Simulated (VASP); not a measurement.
# BN (F-43m) in VASP: notebook

Runs on BN. Level: PBE. Tasks: single point.

Program: VASP 6.6.1. These are calculated values, not measurements. Logs are shortened: lines on timing, memory, paths and dates and some standing lists are left out, and cuts for length are marked.

## (1) The cell of the first run

Symmetry: F-43m, No. 216, cubic system. Conventional cell: a = 3.620 Å, b = 3.620 Å, c = 3.620 Å, α = 90.00°, β = 90.00°, γ = 90.00°. B (site symmetry -43m) has 4 N at 1.57 Å within 2.1 Å. Within 2.1 Å of N (site symmetry -43m) lie 4 B at 1.57 Å.

## (2) Single point, PBE, collinear spin, ferromagnetic start

INCAR

```
SYSTEM = BN
PREC = Accurate
ENCUT = 600
EDIFF = 1E-6
ISMEAR = -1
SIGMA = 0.01
LREAL = .FALSE.
LASPH = .TRUE.
NELM = 200
ALGO = Normal
ISIF = 2
LWAVE = .FALSE.
LCHARG = .FALSE.
ISPIN = 2
MAGMOM = 0 0 0 0 0 0 0 0 0.5 0.5 0.5 0.5 0.5 0.5 0.5 0.5
LORBIT = 11
GGA = PE
NBANDS = 50
NELECT = 65.0
GGA_COMPAT = .FALSE.
```

KPOINTS

```
regular mesh
0
G
  1 1 1
  0 0 0
```

POSCAR

```
BN
1.0
    0.0000000000      3.6200000000      3.6200000000
    3.6200000000      0.0000000000      3.6200000000
    3.6200000000      3.6200000000      0.0000000000
B N
8 8
Direct
    0.0000000000      0.0000000000      0.0000000000
    0.0000000000      0.0000000000      0.5000000000
    0.0000000000      0.5000000000      0.0000000000
    0.0000000000      0.5000000000      0.5000000000
    0.5000000000      0.0000000000      0.0000000000
    0.5000000000      0.0000000000      0.5000000000
    0.5000000000      0.5000000000      0.0000000000
    0.5000000000      0.5000000000      0.5000000000
    0.1250000000      0.1250000000      0.1250000000
    0.1250000000      0.1250000000      0.6250000000
    0.1250000000      0.6250000000      0.1250000000
    0.1250000000      0.6250000000      0.6250000000
    0.6250000000      0.1250000000      0.1250000000
    0.6250000000      0.1250000000      0.6250000000
    0.6250000000      0.6250000000      0.1250000000
    0.6250000000      0.6250000000      0.6250000000
```

Potentials or basis: VASP PAW PBE potentials, release 64 (B, N).

The run is started by

```
$ cat potpaw_PBE.64/B/POTCAR potpaw_PBE.64/N/POTCAR > POTCAR
$ mpirun -np 1 vasp_gam > vasp.out
```

OUTCAR:

```text
SYSTEM = BN
   PREC = Accurate
   ENCUT = 600
   EDIFF = 1E-6
   ISMEAR = -1
   LREAL = .FALSE.
   LASPH = .TRUE.
   NELM = 200
   ISIF = 2
   ISPIN = 2
   LORBIT = 11
   GGA = PE
   NELECT = 65.0

 ion  position               nearest neighbor table
   1  0.000  0.000  0.000-   9 1.57  10 1.57  11 1.57  13 1.57
   2  0.000  0.000  0.500-   9 1.57  10 1.57  12 1.57  14 1.57
   3  0.000  0.500  0.000-   9 1.57  11 1.57  12 1.57  15 1.57
   4  0.000  0.500  0.500-  10 1.57  11 1.57  12 1.57  16 1.57
   5  0.500  0.000  0.000-   9 1.57  13 1.57  14 1.57  15 1.57
   6  0.500  0.000  0.500-  10 1.57  13 1.57  14 1.57  16 1.57
[... 8 lines left out ...]
  15  0.625  0.625  0.125-   3 1.57   5 1.57   7 1.57   8 1.57
  16  0.625  0.625  0.625-   4 1.57   6 1.57   7 1.57   8 1.57

  LATTYP: Found a face centered cubic cell.
 ALAT       =     7.2400000000

  Lattice vectors:

 A1 = (   0.0000000000,   3.6200000000,   3.6200000000)
 A2 = (   3.6200000000,   0.0000000000,   3.6200000000)
 A3 = (   3.6200000000,   3.6200000000,   0.0000000000)

Analysis of symmetry for initial positions (statically):
=====================================================================
 Subroutine PRICEL returns following result:

  LATTYP: Found a face centered cubic cell.
 ALAT       =     3.6200000000

  Lattice vectors:

 A1 = (   0.0000000000,   1.8100000000,   1.8100000000)
 A2 = (   1.8100000000,   0.0000000000,   1.8100000000)
 A3 = (   1.8100000000,   1.8100000000,   0.0000000000)

   8 primitive cells build up your supercell.

 Routine SETGRP: Setting up the symmetry group for a
 face centered cubic supercell.

 Subroutine GETGRP returns: Found 24 space group operations
 (whereof 24 operations were pure point group operations)
 out of a pool of 48 trial point group operations.

The static configuration has the point symmetry T_d .

Analysis of symmetry for dynamics (positions and initial velocities):
=====================================================================
 Subroutine PRICEL returns following result:

  LATTYP: Found a face centered cubic cell.
 ALAT       =     3.6200000000

  Lattice vectors:

 A1 = (   0.0000000000,   1.8100000000,   1.8100000000)
 A2 = (   1.8100000000,   0.0000000000,   1.8100000000)
 A3 = (   1.8100000000,   1.8100000000,   0.0000000000)

   8 primitive cells build up your supercell.

 Routine SETGRP: Setting up the symmetry group for a
 face centered cubic supercell.

 Subroutine GETGRP returns: Found 24 space group operations
 (whereof 24 operations were pure point group operations)
 out of a pool of 48 trial point group operations.

The dynamic configuration has the point symmetry T_d .

Analysis of structural, dynamic, and magnetic symmetry:
=====================================================================
 Subroutine PRICEL returns following result:

  LATTYP: Found a face centered cubic cell.
 ALAT       =     3.6200000000

  Lattice vectors:

 A1 = (   0.0000000000,   1.8100000000,   1.8100000000)
 A2 = (   1.8100000000,   0.0000000000,   1.8100000000)
 A3 = (   1.8100000000,   1.8100000000,   0.0000000000)

   8 primitive cells build up your supercell.

 Routine SETGRP: Setting up the symmetry group for a
 face centered cubic supercell.

 Subroutine GETGRP returns: Found 24 space group operations
 (whereof 24 operations were pure point group operations)
 out of a pool of 48 trial point group operations.

The overall configuration has the point symmetry T_d .

 Subroutine INISYM returns: Found 24 space group operations
 (whereof 24 operations are pure point group operations),
 and found     8 'primitive' translations

----------------------------------------------------------------------------------------

                                     Primitive cell

  volume of cell :      11.8595

  direct lattice vectors                    reciprocal lattice vectors
     0.000000000  1.810000000  1.810000000    -0.276243094  0.276243094  0.276243094
     1.810000000  0.000000000  1.810000000     0.276243094 -0.276243094  0.276243094
     1.810000000  1.810000000  0.000000000     0.276243094  0.276243094 -0.276243094

  length of vectors
     2.559726548  2.559726548  2.559726548     0.478467074  0.478467074  0.478467074

  position of ions in fractional coordinates (direct lattice)
     0.000000000  0.000000000  0.000000000
     0.250000000  0.250000000  0.250000000

  ion indices of the primitive-cell ions
   primitive index   ion index
                 1           1
                 2           9

----------------------------------------------------------------------------------------

 KPOINTS: regular mesh

Automatic generation of k-mesh.
 Grid dimensions read from file:
 generate k-points for:    1    1    1

 Generating k-lattice:

  Cartesian coordinates                     Fractional coordinates (reciprocal lattice)
    -0.138121547  0.138121547  0.138121547     1.000000000  0.000000000  0.000000000
     0.138121547 -0.138121547  0.138121547     0.000000000  1.000000000  0.000000000
     0.138121547  0.138121547 -0.138121547     0.000000000  0.000000000  1.000000000

  Length of vectors
     0.239233537  0.239233537  0.239233537

  Shift w.r.t. Gamma in fractional coordinates (k-lattice)
     0.000000000  0.000000000  0.000000000

 Subroutine IBZKPT returns following result:
 ===========================================

 Found      1 irreducible k-points:

 Following reciprocal coordinates:
            Coordinates               Weight
  0.000000  0.000000  0.000000      1.000000
   k-points           NKPTS =      1   k-points in BZ     NKDIM =      1   number of bands    NBANDS=     50
   number of dos      NEDOS =    301   number of ions     NIONS =     16
   total plane-waves  NPLWV =  74088
   dimension x,y,z NGX =    42 NGY =   42 NGZ =   42
   dimension x,y,z NGXF=    84 NGYF=   84 NGZF=   84
   ions per type =               8   8
   NGX,Y,Z   is equivalent  to a cutoff of  13.64, 13.64, 13.64 a.u.
   NGXF,Y,Z  is equivalent  to a cutoff of  27.28, 27.28, 27.28 a.u.
 SYSTEM =  BN
   PREC   = accura    normal or accurate (medium, high low for compatibility)
   ISTART =      0    job   : 0-new  1-cont  2-samecut
   ICHARG =      2    charge: 1-file 2-atom 10-const
   ISPIN  =      2    spin polarized calculation?
   LNONCOLLINEAR =      F non collinear calculations
   LSORBIT =      F    spin-orbit coupling
   LASPH  =      T    aspherical Exc in radial PAW
   ENCUT  =  600.0 eV  44.10 Ry    6.64 a.u.  10.22 10.22 10.22*2*pi/ulx,y,z
   NELM   =    200;   NELMIN=  2; NELMDL= -5     # of ELM steps
   EDIFF  = 0.1E-05   stopping-criterion for ELM
   LREAL  =      F    real-space projection
   EDIFFG = 0.1E-04   stopping-criterion for IOM
   NSW    =      0    number of steps for IOM
   IBRION =     -1    ionic relax: 0-MD 1-quasi-New 2-CG
   NFREE  =      0    steps in history (QN), initial steepest desc. (CG)
   ISIF   =      2    stress and relaxation
   ISYM   =      2    0-nonsym 1-usesym 2-fastsym
   POTIM  = 0.5000    time-step for ionic-motion
   TEBEG  =    0.0;   TEEND  =   0.0 temperature during run
   PSTRESS=    0.0 pullay stress
   NELECT =      65.0000    total number of electrons
   NUPDOWN=      -1.0000    fix difference up-down
   EMIN   =  10.00;   EMAX   =-10.00  energy-range for DOS
   EFERMI =   0.00;   METHOD = LEGACY
   ISMEAR =    -1;   SIGMA  =   0.01  broadening in eV -4-tet -1-fermi 0-gaus
   EFERMI_NEDOS =   21; number of points for ismear=-14 and -15
   IALGO  =     38    algorithm
   IMIX   =      4    mixing-type and parameters
     AMIX     =   0.40;   BMIX     =  1.00
     AMIX_MAG =   1.60;   BMIX_MAG =  1.00
  volume/ion in A,a.u.               =       5.93        40.02
  Fermi-wavevector in a.u.,A,eV,Ry     =   1.443203  2.727258 28.338684  2.082834
  Thomas-Fermi vector in A             =   2.561637
   LORBIT       =     11    0 simple, 1 ext, 2 COOP (PROOUT), +10 PAW based schemes
   GGA     = PE    functional components
   LHFCALC =     F    Hartree Fock is set to
   AEXX    =    0.0000 exact exchange contribution
   IVDW    =     0    specifies the selected vdW correction
   LEPSILON=     F    determine dielectric tensor
   LRPA    =     F    only Hartree local field effects (RPA)
 spin polarized calculation
  energy-cutoff  :      600.00
  volume of cell :       94.88
 maximum number of plane-waves:      1572
 NGX is ok and might be reduce to    42
   NGX = 21   NGY = 21   NGZ = 21

 number of electron      64.9999989 magnetization       0.9999678

 Free energy of the ion-electron system (eV)
  ---------------------------------------------------
  ext. energy  EPLUGINS =         0.00000000
  ---------------------------------------------------
  free energy    TOTEN  =      -108.77498193 eV

  energy without entropy =     -108.75588650  energy(sigma->0) =     -108.76543421

 E-fermi :  11.5250     XC(G=0): -12.8055

 val. band max:        7.8416297721   @ k =   0.0000   0.0000   0.0000
 cond. band min:      11.5319160149   @ k =   0.0000   0.0000   0.0000
 fundamental gap:      3.6902862428
 Fermi energy:        11.5249845431

 spin component 1

 k-point     1 :       0.0000    0.0000    0.0000
  band No.  band energies     occupation
      1     -12.6762      1.00000
      2      -8.3339      1.00000
      3      -8.3339      1.00000
      4      -8.3339      1.00000
      5      -8.3339      1.00000
      6      -6.9440      1.00000
[... 36 lines left out ...]
     43      17.5300      0.00000
     44      17.5301      0.00000
 Fermi energy:        11.5249845431

 spin component 2

 k-point     1 :       0.0000    0.0000    0.0000
  band No.  band energies     occupation
      1     -12.5563      1.00000
      2      -8.2738      1.00000
      3      -8.2738      1.00000
      4      -8.2738      1.00000
      5      -8.2738      1.00000
      6      -6.8765      1.00000
[... 36 lines left out ...]
     43      17.6825      0.00000
     44      17.6825      0.00000
 [bands above 44 left out]

------------------------ aborting loop because EDIFF is reached ----------------------------------------

  FORCE on cell =-STRESS in cart. coord.  units (eV):
  Direction    XX          YY          ZZ          XY          YZ          ZX
  --------------------------------------------------------------------------------------
  -------------------------------------------------------------------------------------
  Total       27.7231500     27.7231500     27.7231500     -0.0000000     -0.0000000     -0.0000000
  in kB      468.1633909    468.1633909    468.1633909     -0.0000000     -0.0000000     -0.0000000
  external PRESSURE =     468.1633909 kB  Pullay stress =       0.0000000 kB

 VOLUME and BASIS-vectors are now :
 -----------------------------------------------------------------------------
  energy-cutoff  :      600.00
  volume of cell :       94.88
      direct lattice vectors                 reciprocal lattice vectors
     0.000000000  3.620000000  3.620000000    -0.138121547  0.138121547  0.138121547
     3.620000000  0.000000000  3.620000000     0.138121547 -0.138121547  0.138121547
     3.620000000  3.620000000  0.000000000     0.138121547  0.138121547 -0.138121547

 POSITION                                       TOTAL-FORCE (eV/Angst)
 -----------------------------------------------------------------------------------
      0.00000      0.00000      0.00000         0.000000     -0.000000      0.000000
      1.81000      1.81000      0.00000         0.000000      0.000000      0.000000
      1.81000      0.00000      1.81000         0.000000     -0.000000      0.000000
      3.62000      1.81000      1.81000         0.000000      0.000000      0.000000
      0.00000      1.81000      1.81000         0.000000     -0.000000     -0.000000
      1.81000      3.62000      1.81000         0.000000      0.000000     -0.000000
[... 8 lines left out ...]
      2.71500      2.71500      4.52500        -0.000000     -0.000000      0.000000
      4.52500      4.52500      4.52500        -0.000000     -0.000000     -0.000000
 -----------------------------------------------------------------------------------
    total drift:                               -0.000003     -0.000003     -0.000001

  FREE ENERGIE OF THE ION-ELECTRON SYSTEM (eV)
  ---------------------------------------------------
  free  energy   TOTEN  =      -108.7749819261 eV

  energy  without entropy=     -108.7558865011  energy(sigma->0) =     -108.76543421

 total charge

# of ion       s       p       d       tot
------------------------------------------
    1        0.609   1.431   0.000   2.040
    2        0.609   1.431   0.000   2.040
    3        0.609   1.431   0.000   2.040
    4        0.609   1.431   0.000   2.040
    5        0.609   1.431   0.000   2.040
    6        0.609   1.431   0.000   2.040
[... 8 lines left out ...]
   15        1.151   2.912   0.000   4.064
   16        1.151   2.912   0.000   4.064
--------------------------------------------------
tot         14.084  34.749   0.000  48.832

 magnetization (x)

# of ion       s       p       d       tot
------------------------------------------
    1        0.001   0.027   0.000   0.027
    2        0.001   0.027   0.000   0.027
    3        0.001   0.027   0.000   0.027
    4        0.001   0.027   0.000   0.027
    5        0.001   0.027   0.000   0.027
    6        0.001   0.027   0.000   0.027
[... 8 lines left out ...]
   15        0.016  -0.008   0.000   0.008
   16        0.016  -0.008   0.000   0.008
--------------------------------------------------
tot          0.133   0.152   0.000   0.285
```

Wall time 46 s (1 thread of AMD EPYC 7R13, shared host); peak memory 0.25 GiB.

What came out:

```
Free energy                                           : -108.7750 eV
Net moment                                            : 1.00 μB per cell
Site moments                                          : B +0.03; N +0.01 μB
Valence electrons inside the program's atomic spheres : B 2.04; N 4.06
```

Caveat: the k points lie up to 1.50 Å⁻¹ apart; the cell carries a net charge on a neutralising background, which shifts energy and pressure; the cell is charged against a uniform background, so pressure and absolute levels hang on convention.

## (3) Single point, PBE, collinear spin, ferromagnetic start

INCAR

```
PREC = Accurate
ENCUT = 600
EDIFF = 1E-6
ISMEAR = -1
SIGMA = 0.01
LREAL = F
LASPH = T
NELM = 200
ALGO = Normal
ISIF = 2
LWAVE = F
LCHARG = F
ISPIN = 2
MAGMOM = 0 0 0 0 0 0 0 0 0.5 0.5 0.5 0.5 0.5 0.5 0.5 0.5
LORBIT = 11
GGA = PE
NBANDS = 50
NELECT = 65.0
GGA_COMPAT = F
```

KPOINTS

```
regular mesh
0
Gamma
  1 1 1
```

POSCAR is that of step 2.

Potentials or basis: VASP PAW PBE potentials, release 64 (B, N).

The run is started by

```
$ cat potpaw_PBE.64/B/POTCAR potpaw_PBE.64/N/POTCAR > POTCAR
$ mpirun -np 1 vasp_gam > vasp.out
```

It took 56 s on 1 thread of AMD EPYC 7R13, shared host; peak memory 0.25 GiB.

It converged, with:

```yaml
Free_energy: -108.7750 eV
Net_moment: 1.00 μB per cell
Site_moments: B +0.03; N +0.01 μB
Valence_electrons_inside_the_program's_atomic_spheres: B 2.04; N 4.06
```

Levels at points of the mesh, in eV from the Fermi level:
Spin up:
| k point | band 29 | band 30 | band 31 | band 32 | band 33 | band 34 | band 35 | band 36 |
| --- | --- | --- | --- | --- | --- | --- | --- | --- |
| (0.00, 0.00, 0.00) | -5.74 | -3.72 | -3.72 | -3.72 | 0.01 | 0.01 | 0.01 | 4.59 |
Spin down:
```csv
k point,band 29,band 30,band 31,band 32,band 33,band 34,band 35,band 36
"(0.00, 0.00, 0.00)",-5.70,-3.68,-3.68,-3.68,0.51,0.51,0.51,4.73
```

Caveat: the k points lie up to 1.50 Å⁻¹ apart; the cell carries a net charge on a neutralising background, which shifts energy and pressure; the cell is charged against a uniform background, so pressure and absolute levels hang on convention.
